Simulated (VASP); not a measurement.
# Be2Ga2C3 (R-3m) in VASP: further runs, part 2 of 2

VASP 6.6.1. Earlier steps stand in the parts before.

**4. Single point, PBE**

This run uses another cell than the first one, of 11.73 Å³/atom, 1.019 times its volume.

INCAR reads:

```
SYSTEM = Be2Ga2C3
ALGO = Normal ; EDIFF = 1E-7
ENCUT = 520 ; GGA = PE
ISIF = 2 ; ISMEAR = 0
LASPH = .TRUE. ; LCHARG = .FALSE.
LREAL = .FALSE. ; LWAVE = .FALSE.
NBANDS = 30 ; NELM = 100
PREC = Accurate ; SIGMA = 0.1
```

KPOINTS reads:

```
k-points
0
G
  6 6 6
  0 0 0
```

POSCAR reads:

```
Be2Ga2C3
1.0
    2.6822152400      1.5485776908      3.2938675324
   -2.6822152400      1.5485776908      3.2938675324
    0.0000000000     -3.0971553816      3.2938675324
Be Ga C
2 2 3
Direct
    0.2366572391      0.2366572391      0.2366572391
    0.7633427609      0.7633427609      0.7633427609
    0.0000000000      0.0000000000      0.0000000000
    0.5000000000      0.5000000000      0.5000000000
    0.0000000000      0.0000000000      0.5000000000
    0.5000000000      0.0000000000      0.0000000000
    0.0000000000      0.5000000000      0.0000000000
```

Run with:

```
$ cat potpaw_PBE.64/Be/POTCAR potpaw_PBE.64/Ga_d/POTCAR potpaw_PBE.64/C/POTCAR > POTCAR
$ mpirun -np 1 vasp_std > vasp.out
```

Wall time 56 s (1 thread of Intel Xeon Platinum 8375C at 2.90GHz (Ice Lake), shared host); peak memory 0.24 GiB.

It converged, with:

| Property | Result |
| --- | --- |
| Free energy | -32.1186 eV |
| Pressure | 0.5 GPa |
| Largest force | 0.034 eV/Å |
| Band gap on the k mesh | zero (band 21 reaches 5.98 eV, above the bottom of band 22 at 4.42 eV) |

Forces on the atoms (eV/Å):
```
Be   0.000  0.000  0.034
Be   0.000  0.000 -0.034
Ga   0.000  0.000  0.000
Ga   0.000  0.000  0.000
C    0.000  0.000  0.000
C    0.000  0.000  0.000
C    0.000  0.000  0.000
```

Stress tensor (GPa, compression positive):
```
0.61 0.00 0.00
0.00 0.61 0.00
0.00 0.00 0.19
```

Levels at points of the mesh, in eV from the Fermi level:
| k point | band 17 | band 18 | band 19 | band 20 | band 21 | band 22 | band 23 | band 24 | band 25 | band 26 |
| --- | --- | --- | --- | --- | --- | --- | --- | --- | --- | --- |
| (0.00, 0.00, 0.00) | -4.49 | -2.61 | -2.61 | -2.43 | -0.35 | 0.65 | 0.65 | 1.11 | 1.98 | 3.64 |
| (0.50, 0.00, 0.00) | -3.18 | -2.91 | -2.56 | -2.40 | -1.67 | -0.48 | 1.04 | 1.49 | 3.53 | 3.97 |
| (0.50, 0.50, 0.00) | -3.24 | -3.13 | -2.32 | -1.76 | 0.27 | 0.76 | 1.46 | 1.73 | 3.80 | 5.02 |
| (0.50, 0.50, 0.50) | -4.84 | -4.36 | -0.36 | -0.36 | 1.07 | 1.07 | 1.59 | 2.27 | 3.79 | 4.66 |

**5. Relaxation of cell and atoms, PBE**

This run uses another cell than the first one, of 12.29 Å³/atom, 1.069 times its volume.

INCAR reads:

```
SYSTEM = Be2Ga2C3
ALGO = Normal
EDIFF = 1E-7
EDIFFG = -0.04
ENCUT = 600
GGA = PE
IBRION = 2
ISIF = 3
ISMEAR = 0
LASPH = .TRUE.
LCHARG = .FALSE.
LREAL = .FALSE.
LWAVE = .FALSE.
NELM = 100
NSW = 90
PREC = Accurate
SIGMA = 0.1
```

KPOINTS is that of step 4.

POSCAR reads:

```
Be2Ga2C3
1.0
    2.4990607000      1.4428333700      3.9775640900
   -2.4990607000      1.4428333700      3.9775640900
    0.0000000000     -2.8856667400      3.9775640900
Be Ga C
2 2 3
Direct
    0.2401300100      0.2401300100      0.2401300100
    0.7598699900      0.7598699900      0.7598699900
    0.0000000000      0.0000000000      0.0000000000
    0.5000000000      0.5000000000      0.5000000000
    0.0000000000      0.0000000000      0.5000000000
    0.5000000000      0.0000000000      0.0000000000
    0.0000000000      0.5000000000      0.0000000000
```

Run with:

```
$ cat potpaw_PBE.64/Be/POTCAR potpaw_PBE.64/Ga_d/POTCAR potpaw_PBE.64/C/POTCAR > POTCAR
$ mpirun -np 1 vasp_std > vasp.out
```

It took 20 min on 1 thread of Intel Xeon Platinum 8375C at 2.90GHz (Ice Lake), shared host; peak memory 0.3 GiB.

It converged, with:

- Free energy: -32.1233 eV
- Relaxed volume: 11.77 Å³/atom
- Relaxed cell: a = 4.525 Å, b = 4.525 Å, c = 4.525 Å, α = 72.89°, β = 72.89°, γ = 72.89°
- Space group after relaxing (to 0.05 Å): R-3m (No. 166)
- Energy gained by relaxing: 93.3 meV/atom
- Ionic steps: 27
- Pressure after relaxing: 0.0 GPa
- Largest force after relaxing: 0.008 eV/Å
- Band gap on the k mesh: zero (band 21 reaches 5.92 eV, above the bottom of band 22 at 4.38 eV)

Forces in eV/Å, atoms in the order of the input:
```
Be   0.000  0.000  0.008
Be   0.000  0.000 -0.008
Ga   0.000  0.000  0.000
Ga   0.000  0.000  0.000
C    0.000  0.000  0.000
C    0.000  0.000  0.000
C    0.000  0.000  0.000
```

Step by step:
```csv
step,energy change (eV),largest force (eV/Å),pressure (GPa),volume (Å³)
1,0.0000,0.4796,-0.26,86.05
2,-0.0676,0.2694,-1.49,85.79
3,-0.2585,0.1959,-4.58,84.82
4,-0.3609,1.1610,-6.83,82.11
5,-0.3732,0.4966,-6.08,83.78
6,-0.4036,0.7278,-6.71,83.13
7,-0.4304,0.7574,-6.19,82.43
8,-0.4652,0.8440,-5.03,81.04
9,-0.4298,1.0704,-2.02,78.23
10,-0.4724,0.8872,-4.40,80.40
11,-0.4979,0.7918,-3.67,79.96
12,-0.5490,0.4870,-1.28,78.64
13,-0.5241,0.2191,4.45,76.05
14,-0.5606,0.2550,0.59,77.73
15,-0.5606,0.2410,0.70,77.68
16,-0.5649,0.2375,0.69,77.79
17,-0.5771,0.2209,0.71,78.14
18,-0.5986,0.1919,0.73,78.83
19,-0.6340,0.1680,0.78,80.20
20,-0.5837,0.5137,0.85,82.88
21,-0.6447,0.1179,0.76,80.82
22,-0.6462,0.0206,0.82,81.44
23,-0.6472,0.0455,0.78,81.19
24,-0.6508,0.0831,-0.79,82.97
25,-0.6515,0.0720,-0.36,82.44
26,-0.6524,0.0568,0.24,82.40
27,-0.6529,0.0078,0.02,82.42
```

Final structure:
```yaml
crystal:
  lattice:
    - [2.68817, 1.55201, 3.29239]
    - [-2.68817, 1.55201, 3.29239]
    - [0.00000, -3.10403, 3.29239]
  atoms:
    - { symbol: Be, position: [0.23652, 0.23652, 0.23652] }
    - { symbol: Be, position: [0.76348, 0.76348, 0.76348] }
    - { symbol: Ga, position: [0.00000, 0.00000, 0.00000] }
    - { symbol: Ga, position: [0.50000, 0.50000, 0.50000] }
    - { symbol: C, position: [0.00000, 0.00000, 0.50000] }
    - { symbol: C, position: [0.50000, 0.00000, 0.00000] }
    - { symbol: C, position: [0.00000, 0.50000, 0.00000] }
```

Levels at points of the mesh, in eV from the Fermi level:
| k point | band 18 | band 19 | band 20 | band 21 | band 22 | band 23 | band 24 | band 25 |
| --- | --- | --- | --- | --- | --- | --- | --- | --- |
| (0.00, 0.00, 0.00) | -2.59 | -2.59 | -2.41 | -0.34 | 0.64 | 0.64 | 1.12 | 1.97 |
| (0.50, 0.00, 0.00) | -2.90 | -2.53 | -2.40 | -1.66 | -0.46 | 1.03 | 1.48 | 3.52 |
| (0.50, 0.50, 0.00) | -3.13 | -2.31 | -1.75 | 0.28 | 0.75 | 1.46 | 1.71 | 3.79 |
| (0.50, 0.50, 0.50) | -4.37 | -0.34 | -0.34 | 1.06 | 1.06 | 1.60 | 2.26 | 3.79 |

**6. The runs side by side**

| task | cell | k mesh | cutoff (eV) | gap on the mesh (eV) | pressure (GPa) | relaxed volume (Å³/atom) | largest force (eV/Å) |
| --- | --- | --- | --- | --- | --- | --- | --- |
| single point | a = 4.505 Å, angles 72.2°, 7 atoms | 9 × 9 × 9 | 520 | none | 0.2 | - | 0.03 |
| relaxation of cell and atoms | relaxed from a = 4.521 Å, angles 72.8°, 7 atoms | 9 × 9 × 9 | 600 | none | 0.0 | 11.52 | - |
| single point | a = 4.521 Å, angles 72.8°, 7 atoms | 6 × 6 × 6 | 520 | none | 0.5 | - | 0.03 |
| relaxation of cell and atoms | relaxed from a = 4.914 Å, angles 61.1°, 7 atoms | 6 × 6 × 6 | 600 | none | 0.0 | 11.77 | 0.01 |

Alike in all rows: level PBE; potentials or basis VASP PAW PBE potentials, release 64 (Be, Ga_d, C); no spin polarisation; smearing gaussian 0.1 eV.

Total energies depend on the potentials used, so only differences within one code and one set of settings carry meaning.
